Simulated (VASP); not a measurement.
# B4Ru (P4/mmm) in VASP: a series of runs, part 2 of 2

VASP 6.6.1. Earlier steps stand in the parts before.

## Step 3: Relaxation of cell and atoms, PBE, collinear spin, ferromagnetic start

Contents of INCAR:

```
  ALGO = Normal
  EDIFF = 1E-7
  EDIFFG = -0.01
  ENCUT = 500
  GGA = PE
  GGA_COMPAT = False
  IBRION = 2
  ISIF = 3
  ISMEAR = 0
  ISPIN = 2
  LASPH = True
  LCHARG = False
  LMAXMIX = 4
  LORBIT = 11
  LREAL = False
  LWAVE = False
  MAGMOM = 0 0 0 0 0.44
  NELM = 200
  NELMIN = 4
  NSW = 100
  PREC = Accurate
  SIGMA = 0.1
```

Contents of KPOINTS:

```
k-points
0
Gamma
  14 14 6
```

Contents of POSCAR:

```
B4Ru
1.0
    2.6305013182      0.0000000000      0.0000000000
    0.0000000000      2.6305013182      0.0000000000
    0.0000000000      0.0000000000      6.7284174972
B Ru
4 1
Direct
    0.5000000000      0.5000000000      0.1758362811
    0.5000000000      0.5000000000      0.8241637189
    0.5000000000      0.0000000000      0.0000000000
    0.0000000000      0.5000000000      0.0000000000
    0.5000000000      0.5000000000      0.5000000000
```

Potentials or basis: VASP PAW PBE potentials, release 64 (B, Ru_pv).

Started as:

```console
$ cat potpaw_PBE.64/B/POTCAR potpaw_PBE.64/Ru_pv/POTCAR > POTCAR
$ mpirun -np 1 vasp_std > vasp.out
```

OUTCAR:

```text
EDIFF = 1E-7
   EDIFFG = -0.01
   ENCUT = 500
   GGA = PE
   IBRION = 2
   ISIF = 3
   ISMEAR = 0
   ISPIN = 2
   LASPH = True
   LORBIT = 11
   LREAL = False
   NELM = 200
   NELMIN = 4
   NSW = 100
   PREC = Accurate

 ion  position               nearest neighbor table
   1  0.500  0.500  0.176-   3 1.77   4 1.77   3 1.77   4 1.77   5 2.18
   2  0.500  0.500  0.824-   3 1.77   4 1.77   3 1.77   4 1.77   5 2.18
   3  0.500  0.000  0.000-   1 1.77   2 1.77   1 1.77   2 1.77   4 1.86   4 1.86   4 1.86   4 1.86

   4  0.000  0.500  0.000-   1 1.77   2 1.77   1 1.77   2 1.77   3 1.86   3 1.86   3 1.86   3 1.86

   5  0.500  0.500  0.500-   1 2.18   2 2.18

  LATTYP: Found a simple tetragonal cell.
 ALAT       =     2.6305013182
 C/A-ratio  =     2.5578460846

  Lattice vectors:

 A1 = (   2.6305013182,   0.0000000000,   0.0000000000)
 A2 = (   0.0000000000,   2.6305013182,   0.0000000000)
 A3 = (   0.0000000000,   0.0000000000,   6.7284174972)

Analysis of symmetry for initial positions (statically):
=====================================================================
 Subroutine PRICEL returns:
 Original cell was already a primitive cell.

 Routine SETGRP: Setting up the symmetry group for a
 simple tetragonal supercell.

 Subroutine GETGRP returns: Found 16 space group operations
 (whereof 16 operations were pure point group operations)
[... 340 lines left out ...]
--------------------------------------- Ionic step        5  -------------------------------------------

 number of electron      25.9999996 magnetization       0.0000523

 Free energy of the ion-electron system (eV)
  ---------------------------------------------------
  ext. energy  EPLUGINS =         0.00000000
  ---------------------------------------------------
  free energy    TOTEN  =       -31.76771712 eV

  energy without entropy =      -31.75412428  energy(sigma->0) =      -31.76092070

 E-fermi :   7.0680     XC(G=0): -11.9182

 val. band max:        7.0530021972   @ k =   0.0714   0.0000   0.3333
 cond. band min:       7.0685118629   @ k =   0.2857   0.1429   0.5000
 fundamental gap:      0.0155096657
 Fermi energy:         7.0679876324

 spin component 1

 k-point     1 :       0.0000    0.0000    0.0000
  band No.  band energies     occupation
      1     -35.5085      1.00000
      2     -35.1530      1.00000
      3     -35.1530      1.00000
      4      -9.4864      1.00000
      5      -3.2583      1.00000
      6       0.4179      1.00000
[... 459 lines left out ...]
      6      -0.4507      1.00000
[... 9 lines left out ...]
     16       8.8458      0.00000
     17      10.8504      0.00000

 [... further k-points ...]

 spin component 2

 k-point     1 :       0.0000    0.0000    0.0000
  band No.  band energies     occupation
      1     -35.5084      1.00000
      2     -35.1529      1.00000
      3     -35.1529      1.00000
      4      -9.4864      1.00000
      5      -3.2583      1.00000
      6       0.4179      1.00000
[... 503 lines left out ...]
  FREE ENERGIE OF THE ION-ELECTRON SYSTEM (eV)
  ---------------------------------------------------
  free  energy   TOTEN  =       -31.7677171181 eV

  energy  without entropy=      -31.7541242819  energy(sigma->0) =      -31.76092070

 reached required accuracy - stopping structural energy minimisation

 total charge

# of ion       s       p       d       tot
------------------------------------------
    1        0.702   1.142   0.000   1.844
    2        0.702   1.142   0.000   1.844
    3        0.700   1.399   0.000   2.099
    4        0.700   1.399   0.000   2.099
    5        0.386   6.187   5.977  12.549
--------------------------------------------------
tot          3.190  11.268   5.977  20.435

 magnetization (x)

# of ion       s       p       d       tot
------------------------------------------
    1        0.000  -0.000   0.000  -0.000
    2        0.000  -0.000   0.000  -0.000
    3       -0.000  -0.000   0.000  -0.000
    4       -0.000  -0.000   0.000  -0.000
    5        0.000   0.000   0.000   0.000
--------------------------------------------------
tot          0.000  -0.000   0.000   0.000
```

OSZICAR:

```text
N       E                     dE             d eps       ncg     rms          rms(c)
DAV:   1     0.159924520325E+03    0.15992E+03   -0.14110E+04  9808   0.141E+03
DAV:   2    -0.310653624248E+02   -0.19099E+03   -0.18847E+03 11725   0.362E+02
DAV:   3    -0.376740884027E+02   -0.66087E+01   -0.64185E+01 12510   0.628E+01
[... 47 lines left out ...]
DAV:   2    -0.317694327255E+02   -0.76483E-03   -0.27971E-02 11077   0.988E-01    0.273E-01
DAV:   3    -0.317677126244E+02    0.17201E-02   -0.10123E-02 11255   0.540E-01    0.249E-02
DAV:   4    -0.317677126974E+02   -0.73041E-07   -0.11959E-04 10426   0.802E-02    0.103E-02
DAV:   5    -0.317677160574E+02   -0.33600E-05   -0.80739E-06 11179   0.196E-02    0.734E-03
DAV:   6    -0.317677170204E+02   -0.96302E-06   -0.29542E-06 11373   0.109E-02    0.120E-03
DAV:   7    -0.317677171181E+02   -0.97697E-07   -0.74708E-08  5229   0.195E-03
   5 F= -.31767717E+02 E0= -.31760921E+02  d E =-.140669E-03  mag=     0.0000
```

CONTCAR:

```text
B4Ru
   1.00000000000000
     2.6347900331887208    0.0000000000000000   -0.0000000000000000
     0.0000000000000000    2.6347900331887208   -0.0000000000000000
    -0.0000000000000000    0.0000000000000000    6.7258079598155014
  B               Ru
     4     1
Direct
     0.5000000000000000    0.5000000000000000    0.1741846232565711
     0.5000000000000000    0.5000000000000000    0.8258153767434290
     0.5000000000000000    0.0000000000000000    0.0000000000000000
     0.0000000000000000    0.5000000000000000    0.0000000000000000
     0.5000000000000000    0.5000000000000000    0.5000000000000000

  0.00000000E+00  0.00000000E+00  0.00000000E+00
  0.00000000E+00  0.00000000E+00  0.00000000E+00
  0.00000000E+00  0.00000000E+00  0.00000000E+00
  0.00000000E+00  0.00000000E+00  0.00000000E+00
  0.00000000E+00  0.00000000E+00  0.00000000E+00
```

Wall time 13 min (1 thread of Oxide Virtual Turin-like, shared host); peak memory 0.26 GiB.

What came out:

```
Free energy                                           : -31.7677 eV
Relaxed volume                                        : 9.34 Å³/atom
Relaxed cell                                          : a = 2.635 Å, b = 2.635 Å, c = 6.726 Å, α = 90.00°, β = 90.00°, γ = 90.00°
Space group after relaxing (to 0.1 Å)                 : P4/mmm (No. 123)
Energy gained by relaxing                             : 0.5 meV/atom
Ionic steps                                           : 5
Pressure after relaxing                               : 0.0 GPa
Band gap on the k mesh                                : zero (filled and empty bands overlap)
Net moment                                            : 0.00 μB per cell
Valence electrons inside the program's atomic spheres : B 1.84, 2.10 (each value once); Ru 12.55
```

Step by step:
```csv
step,energy change (eV),largest force (eV/Å),pressure (GPa),volume (Å³)
1,0.0000,0.2131,0.07,46.56
2,-0.0024,0.0039,0.42,46.58
3,-0.0024,0.0016,0.43,46.59
4,-0.0025,0.0007,-0.26,46.76
5,-0.0026,0.0002,0.01,46.69
```

Final structure:
```yaml
crystal:
  lattice:
    - [2.63479, 0.00000, 0.00000]
    - [0.00000, 2.63479, 0.00000]
    - [0.00000, 0.00000, 6.72581]
  atoms:
    - { symbol: B, position: [0.50000, 0.50000, 0.17418] }
    - { symbol: B, position: [0.50000, 0.50000, 0.82582] }
    - { symbol: B, position: [0.50000, 0.00000, 0.00000] }
    - { symbol: B, position: [0.00000, 0.50000, 0.00000] }
    - { symbol: Ru, position: [0.50000, 0.50000, 0.50000] }
```

The gap in the log of VASP goes by the Fermi energy; the results here count the filled bands.